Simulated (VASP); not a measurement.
Here is a VASP 6.6.1 calculation.

Contents of INCAR:

```
PREC = Accurate ; ENCUT = 500
EDIFF = 1E-6 ; ISMEAR = -1
SIGMA = 0.08 ; LREAL = False
LASPH = True ; NELM = 120
ALGO = Normal ; ISIF = 2
LWAVE = False ; LCHARG = False
NBANDS = 11 ; GGA_COMPAT = False
```

KPOINTS

```
Automatic mesh
0
Gamma
  12 12 12
```

File POSCAR:

```
Si
1.0
    0.0000000000      2.7009353304      2.7009353304
    2.7009353304      0.0000000000      2.7009353304
    2.7009353304      2.7009353304      0.0000000000
Si
2
Direct
   -0.1250000000     -0.1250000000     -0.1250000000
    0.1250000000      0.1250000000      0.1250000000
```

Potentials or basis: VASP PAW LDA potentials, release 64 (Si).

The run is started by

```bash
$ cat potpaw_LDA.64/Si/POTCAR > POTCAR
$ mpirun -np 1 vasp_std > vasp.out
```

Q: Estimate the pressure.

A: 0.0 GPa.

Q: Estimate the band gap on the k mesh.

A: 0.44 eV (least direct gap 2.53 eV).

A k mesh can miss the band edges.
